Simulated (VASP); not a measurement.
# Nd2AlAs3 (P-6m2) in VASP: single point with PBE

Aim: the single point of Nd2AlAs3 with PBE.

Everything below comes from runs of VASP 6.6.1. Logs are shortened: lines on timing, memory, paths and dates and some standing lists are left out, and cuts for length are marked.

## (1) The cell of the first run

The structure is hexagonal, space group P-6m2 (No. 187). Conventional cell: a = 4.444 Å, b = 4.444 Å, c = 8.829 Å, α = 90.00°, β = 90.00°, γ = 120.00°. Within 4.6 Å of Nd (site symmetry 3m) lie 3 Al at 3.36 Å and 9 As at 3.36 to 3.41 Å and 8 Nd at 4.33 to 4.50 Å. Within 3.4 Å of Al (site symmetry -6m2) lie 3 As at 2.57 Å and 6 Nd at 3.36 Å. As (site symmetry -6m2) has 3 As at 2.57 Å and 6 Nd at 3.41 Å within 3.5 Å. Within 3.4 Å of As (site symmetry -6m2) lie 3 Al at 2.57 Å and 6 Nd at 3.36 Å. Within 3.5 Å of As (site symmetry -6m2) lie 3 As at 2.57 Å and 6 Nd at 3.41 Å.

The cell was generated, and may not be a known phase.

## (2) Single point, PBE

Input file INCAR:

```
SYSTEM = Nd2AlAs3
PREC = Accurate ; ENCUT = 690
EDIFF = 1E-6 ; ISMEAR = 0
SIGMA = 0.1 ; LREAL = .FALSE.
LASPH = .TRUE. ; NELM = 300
ALGO = All ; ISIF = 2
LWAVE = .FALSE. ; LCHARG = .TRUE.
GGA = PE ; LVHAR = .TRUE.
NBANDS = 32 ; GGA_COMPAT = .FALSE.
LMAXMIX = 6 ; ISEARCH = 1
KPAR = 4
```

Input file KPOINTS:

```
regular mesh
0
G
  6 6 2
  0 0 0
```

Input file POSCAR:

```
Nd2AlAs3
1.0
    4.4439886000      0.0000000000      0.0000000000
   -2.2219943000      3.8486070200      0.0000000000
    0.0000000000      0.0000000000      8.8286648000
Nd Al As
2 1 3
Direct
    0.0000000000      0.0000000000      0.2450700000
    0.0000000000      0.0000000000      0.7549300000
    0.3333333300      0.6666666700      0.0000000000
    0.3333333300      0.6666666700      0.5000000000
    0.6666666700      0.3333333300      0.0000000000
    0.6666666700      0.3333333300      0.5000000000
```

Potentials or basis: VASP PAW PBE potentials, release 64 (Nd, Al, As).

Launch:

```console
cat potpaw_PBE.64/Nd/POTCAR potpaw_PBE.64/Al/POTCAR potpaw_PBE.64/As/POTCAR > POTCAR
mpirun -np 4 vasp_std > vasp.out
```

OUTCAR:

```text
SYSTEM = Nd2AlAs3
   PREC = Accurate
   ENCUT = 690
   EDIFF = 1E-6
   ISMEAR = 0
   LREAL = .FALSE.
   LASPH = .TRUE.
   NELM = 300
   ISIF = 2
   GGA = PE

 ion  position               nearest neighbor table
   1  0.000  0.000  0.245-   3 3.36   3 3.36   3 3.36
   2  0.000  0.000  0.755-   3 3.36   3 3.36   3 3.36
   3  0.333  0.667  0.000-   5 2.57   5 2.57   5 2.57   1 3.36   2 3.36   2 3.36   1 3.36   2 3.36
                             1 3.36
   4  0.333  0.667  0.500-   6 2.57   6 2.57   6 2.57
   5  0.667  0.333  0.000-   3 2.57   3 2.57   3 2.57
   6  0.667  0.333  0.500-   4 2.57   4 2.57   4 2.57

  LATTYP: Found a hexagonal cell.
 ALAT       =     4.4439886000
 C/A-ratio  =     1.9866533411

  Lattice vectors:

 A1 = (   4.4439886000,   0.0000000000,   0.0000000000)
 A2 = (  -2.2219943000,   3.8486070200,   0.0000000000)
 A3 = (   0.0000000000,   0.0000000000,   8.8286648000)

Analysis of symmetry for initial positions (statically):
=====================================================================
 Subroutine PRICEL returns:
 Original cell was already a primitive cell.

 Routine SETGRP: Setting up the symmetry group for a
 hexagonal supercell.

 Subroutine GETGRP returns: Found 12 space group operations
 (whereof 12 operations were pure point group operations)
 out of a pool of 24 trial point group operations.

The static configuration has the point symmetry D_3h.

Analysis of symmetry for dynamics (positions and initial velocities):
=====================================================================
 Subroutine PRICEL returns:
 Original cell was already a primitive cell.

 Routine SETGRP: Setting up the symmetry group for a
 hexagonal supercell.

 Subroutine GETGRP returns: Found 12 space group operations
 (whereof 12 operations were pure point group operations)
 out of a pool of 24 trial point group operations.

The dynamic configuration has the point symmetry D_3h.

 Subroutine INISYM returns: Found 12 space group operations
 (whereof 12 operations are pure point group operations),
 and found     1 'primitive' translations

----------------------------------------------------------------------------------------

                                     Primitive cell

  volume of cell :     150.9981

  direct lattice vectors                    reciprocal lattice vectors
     4.443988600  0.000000000  0.000000000     0.225023079  0.129917136  0.000000000
    -2.221994300  3.848607020  0.000000000     0.000000000  0.259834271  0.000000000
     0.000000000  0.000000000  8.828664800     0.000000000  0.000000000  0.113267410

  length of vectors
     4.443988600  4.443988599  8.828664800     0.259834271  0.259834271  0.113267410

  position of ions in fractional coordinates (direct lattice)
     0.000000000  0.000000000  0.245070000
     0.000000000  0.000000000  0.754930000
     0.333333330  0.666666670  0.000000000
     0.333333330  0.666666670  0.500000000
     0.666666670  0.333333330  0.000000000
     0.666666670  0.333333330  0.500000000

  ion indices of the primitive-cell ions
   primitive index   ion index
                 1           1
                 2           2
                 3           3
                 4           4
                 5           5
                 6           6

----------------------------------------------------------------------------------------

 KPOINTS: regular mesh

Automatic generation of k-mesh.
 Grid dimensions read from file:
 generate k-points for:    6    6    2

 Generating k-lattice:

  Cartesian coordinates                     Fractional coordinates (reciprocal lattice)
     0.037503847  0.021652856  0.000000000     0.166666667  0.000000000  0.000000000
     0.000000000  0.043305712  0.000000000     0.000000000  0.166666667  0.000000000
     0.000000000  0.000000000  0.056633705     0.000000000  0.000000000  0.500000000

  Length of vectors
     0.043305712  0.043305712  0.056633705

  Shift w.r.t. Gamma in fractional coordinates (k-lattice)
     0.000000000  0.000000000  0.000000000

 Subroutine IBZKPT returns following result:
 ===========================================

 Found     14 irreducible k-points:

 Following reciprocal coordinates:
            Coordinates               Weight
  0.000000  0.000000  0.000000      1.000000
  0.166667  0.000000  0.000000      6.000000
  0.333333  0.000000  0.000000      6.000000
  0.500000  0.000000  0.000000      3.000000
  0.166667  0.166667  0.000000      6.000000
  0.333333  0.166667  0.000000     12.000000
  0.333333  0.333333  0.000000      2.000000
  0.000000  0.000000  0.500000      1.000000
  0.166667  0.000000  0.500000      6.000000
  0.333333  0.000000  0.500000      6.000000
  0.500000  0.000000  0.500000      3.000000
  0.166667  0.166667  0.500000      6.000000
  0.333333  0.166667  0.500000     12.000000
  0.333333  0.333333  0.500000      2.000000
   k-points           NKPTS =     14   k-points in BZ     NKDIM =     14   number of bands    NBANDS=     32
   number of dos      NEDOS =    301   number of ions     NIONS =      6
   total plane-waves  NPLWV = 128000
   dimension x,y,z NGX =    40 NGY =   40 NGZ =   80
   dimension x,y,z NGXF=    80 NGYF=   80 NGZF=  160
   ions per type =               2   1   3
   NGX,Y,Z   is equivalent  to a cutoff of  14.96, 14.96, 15.06 a.u.
   NGXF,Y,Z  is equivalent  to a cutoff of  29.93, 29.93, 30.13 a.u.
 SYSTEM =  Nd2AlAs3
   PREC   = accura    normal or accurate (medium, high low for compatibility)
   ISTART =      0    job   : 0-new  1-cont  2-samecut
   ICHARG =      2    charge: 1-file 2-atom 10-const
   ISPIN  =      1    spin polarized calculation?
   LNONCOLLINEAR =      F non collinear calculations
   LSORBIT =      F    spin-orbit coupling
   LASPH  =      T    aspherical Exc in radial PAW
   ENCUT  =  690.0 eV  50.71 Ry    7.12 a.u.   9.52  9.52 18.91*2*pi/ulx,y,z
   NELM   =    300;   NELMIN=  2; NELMDL= -5     # of ELM steps
   EDIFF  = 0.1E-05   stopping-criterion for ELM
   LREAL  =      F    real-space projection
   EDIFFG = 0.1E-04   stopping-criterion for IOM
   NSW    =      0    number of steps for IOM
   IBRION =     -1    ionic relax: 0-MD 1-quasi-New 2-CG
   NFREE  =      0    steps in history (QN), initial steepest desc. (CG)
   ISIF   =      2    stress and relaxation
   ISYM   =      2    0-nonsym 1-usesym 2-fastsym
   POTIM  = 0.5000    time-step for ionic-motion
   TEBEG  =    0.0;   TEEND  =   0.0 temperature during run
   PSTRESS=    0.0 pullay stress
   NELECT =      46.0000    total number of electrons
   NUPDOWN=      -1.0000    fix difference up-down
   EMIN   =  10.00;   EMAX   =-10.00  energy-range for DOS
   EFERMI =   0.00;   METHOD = LEGACY
   ISMEAR =     0;   SIGMA  =   0.10  broadening in eV -4-tet -1-fermi 0-gaus
   EFERMI_NEDOS =   21; number of points for ismear=-14 and -15
   IALGO  =     58    algorithm
   IMIX   =      4    mixing-type and parameters
     AMIX     =   0.40;   BMIX     =  1.00
     AMIX_MAG =   1.60;   BMIX_MAG =  1.00
  volume/ion in A,a.u.               =      25.17       169.83
  Fermi-wavevector in a.u.,A,eV,Ry     =   1.101548  2.081625 16.509431  1.213409
  Thomas-Fermi vector in A             =   2.237977
   LORBIT       =      0    0 simple, 1 ext, 2 COOP (PROOUT), +10 PAW based schemes
   GGA     = PE    functional components
   LHFCALC =     F    Hartree Fock is set to
   AEXX    =    0.0000 exact exchange contribution
   IVDW    =     0    specifies the selected vdW correction
   LEPSILON=     F    determine dielectric tensor
   LRPA    =     F    only Hartree local field effects (RPA)
 non-spin polarized calculation
 Gauss-broadening in eV      SIGMA  =   0.10
  energy-cutoff  :      690.00
  volume of cell :      151.00
 maximum number of plane-waves:      6265
 NGX is ok and might be reduce to    40
   NGX = 19   NGY = 19   NGZ = 37

 number of electron      45.9999999 magnetization

 Free energy of the ion-electron system (eV)
  ---------------------------------------------------
  ext. energy  EPLUGINS =         0.00000000
  ---------------------------------------------------
  free energy    TOTEN  =       -31.05422844 eV

  energy without entropy =      -30.76437509  energy(sigma->0) =      -30.90930177

 E-fermi :   5.3370     XC(G=0):  -9.9415

 val. band max:        5.3366564962   @ k =   0.3333   0.0000   0.5000
 cond. band min:       5.3400872729   @ k =   0.3333   0.0000   0.0000
 fundamental gap:      0.0034307766
 Fermi energy:         5.3369873071

 k-point     1 :       0.0000    0.0000    0.0000
  band No.  band energies     occupation
      1     -31.8989      2.00000
      2     -31.8940      2.00000
      3     -13.3999      2.00000
      4     -13.1943      2.00000
      5     -13.1307      2.00000
      6     -13.1307      2.00000
[... 24 lines left out ...]
     31       5.4370      0.15864
     32       5.6108      0.00011

 k-point     2 :       0.1667    0.0000    0.0000
  band No.  band energies     occupation
      1     -31.8969      2.00000
      2     -31.8921      2.00000
      3     -13.3767      2.00000
      4     -13.1868      2.00000
      5     -13.1821      2.00000
      6     -13.1559      2.00000
[... 24 lines left out ...]
     31       5.4605      0.08049
     32       5.6488      0.00001

 k-point     3 :       0.3333    0.0000    0.0000
  band No.  band energies     occupation
      1     -31.8930      2.00000
      2     -31.8884      2.00000
      3     -13.3303      2.00000
      4     -13.2800      2.00000
      5     -13.2348      2.00000
      6     -13.1717      2.00000
[... 24 lines left out ...]
     31       5.5173      0.01091
     32       5.5831      0.00051

 k-point     4 :       0.5000    0.0000    0.0000
  band No.  band energies     occupation
      1     -31.8911      2.00000
      2     -31.8865      2.00000
      3     -13.3279      2.00000
      4     -13.3059      2.00000
      5     -13.2734      2.00000
      6     -13.1714      2.00000
[... 24 lines left out ...]
     31       5.5480      0.00283
     32       5.5691      0.00105

 k-point     5 :       0.1667    0.1667    0.0000
  band No.  band energies     occupation
      1     -31.8940      2.00000
      2     -31.8893      2.00000
      3     -13.3418      2.00000
      4     -13.2466      2.00000
      5     -13.2077      2.00000
      6     -13.1755      2.00000
[... 234 lines left out ...]
     31       5.5510      0.00254
     32       5.5704      0.00097

 k-point    12 :       0.1667    0.1667    0.5000
  band No.  band energies     occupation
      1     -31.8922      2.00000
      2     -31.8911      2.00000
      3     -13.2716      2.00000
      4     -13.2603      2.00000
      5     -13.2238      2.00000
      6     -13.2190      2.00000
[... 24 lines left out ...]
     31       5.5141      0.01231
     32       5.6148      0.00009

 k-point    13 :       0.3333    0.1667    0.5000
  band No.  band energies     occupation
      1     -31.8894      2.00000
      2     -31.8882      2.00000
      3     -13.2791      2.00000
      4     -13.2783      2.00000
      5     -13.2458      2.00000
      6     -13.2251      2.00000
[... 24 lines left out ...]
     31       5.5624      0.00147
     32       5.5946      0.00027

 k-point    14 :       0.3333    0.3333    0.5000
  band No.  band energies     occupation
      1     -31.8884      2.00000
      2     -31.8873      2.00000
      3     -13.2500      2.00000
      4     -13.2460      2.00000
      5     -13.2433      2.00000
      6     -13.2398      2.00000
[... 24 lines left out ...]
     31       5.5594      0.00171
     32       5.5619      0.00152

------------------------ aborting loop because EDIFF is reached ----------------------------------------

  FORCE on cell =-STRESS in cart. coord.  units (eV):
  Direction    XX          YY          ZZ          XY          YZ          ZX
  --------------------------------------------------------------------------------------
  -------------------------------------------------------------------------------------
  Total       -3.2973380     -3.2973380     -8.4321150      0.0000000      0.0000000      0.0000000
  in kB      -34.9866627    -34.9866627    -89.4696156      0.0000000      0.0000000      0.0000000
  external PRESSURE =     -53.1476470 kB  Pullay stress =       0.0000000 kB

 VOLUME and BASIS-vectors are now :
 -----------------------------------------------------------------------------
  energy-cutoff  :      690.00
  volume of cell :      151.00
      direct lattice vectors                 reciprocal lattice vectors
     4.443988600  0.000000000  0.000000000     0.225023079  0.129917136  0.000000000
    -2.221994300  3.848607020  0.000000000     0.000000000  0.259834271  0.000000000
     0.000000000  0.000000000  8.828664800     0.000000000  0.000000000  0.113267410

 POSITION                                       TOTAL-FORCE (eV/Angst)
 -----------------------------------------------------------------------------------
      0.00000      0.00000      2.16364        -0.000000     -0.000000      0.531411
      0.00000      0.00000      6.66502        -0.000000     -0.000000     -0.531411
     -0.00000      2.56574      0.00000        -0.000000     -0.000000      0.000000
     -0.00000      2.56574      4.41433         0.000000     -0.000000      0.000000
      2.22199      1.28287      0.00000         0.000000      0.000000      0.000000
      2.22199      1.28287      4.41433        -0.000000     -0.000000      0.000000
 -----------------------------------------------------------------------------------
    total drift:                               -0.000005      0.000003      0.000000

  FREE ENERGIE OF THE ION-ELECTRON SYSTEM (eV)
  ---------------------------------------------------
  free  energy   TOTEN  =       -31.0542284392 eV

  energy  without entropy=      -30.7643725908  energy(sigma->0) =      -30.90930051
```

Wall time 11 min (4 MPI ranks of AMD EPYC 7R13 (Zen 3), shared host); peak memory 0.48 GiB.

What came out:

| Item | Value |
| --- | --- |
| Free energy | -31.0542 eV |
| Pressure | -5.3 GPa |
| Largest force | 0.531 eV/Å |
| Band gap on the k mesh | zero (bands 23 and 24 overlap by 0.14 eV) |

Forces on the atoms (eV/Å):
```
Nd   0.000  0.000  0.531
Nd   0.000  0.000 -0.531
Al   0.000  0.000  0.000
As   0.000  0.000  0.000
As   0.000  0.000  0.000
As   0.000  0.000  0.000
```

Levels at points of the mesh, in eV from the Fermi level:
```
           k point  band 20  band 21  band 22  band 23  band 24  band 25  band 26  band 27
(0.00, 0.00, 0.00)    -0.72    -0.56    -0.18    -0.13    -0.13     0.08     0.08     0.08
(0.50, 0.00, 0.00)    -0.31    -0.04    -0.02    -0.01     0.04     0.08     0.10     0.15
(0.00, 0.00, 0.50)    -0.63    -0.13    -0.13     0.01     0.01     0.08     0.10     0.10
(0.50, 0.00, 0.50)    -0.93    -0.01    -0.01     0.00     0.02     0.10     0.10     0.12
```

Caveat: the stress differs along the axes, from -9 to -3 GPa; spin-orbit coupling is left out, which moves the levels of the heavy elements; semilocal functionals describe open f shells poorly, which spoils levels, moments and volumes.
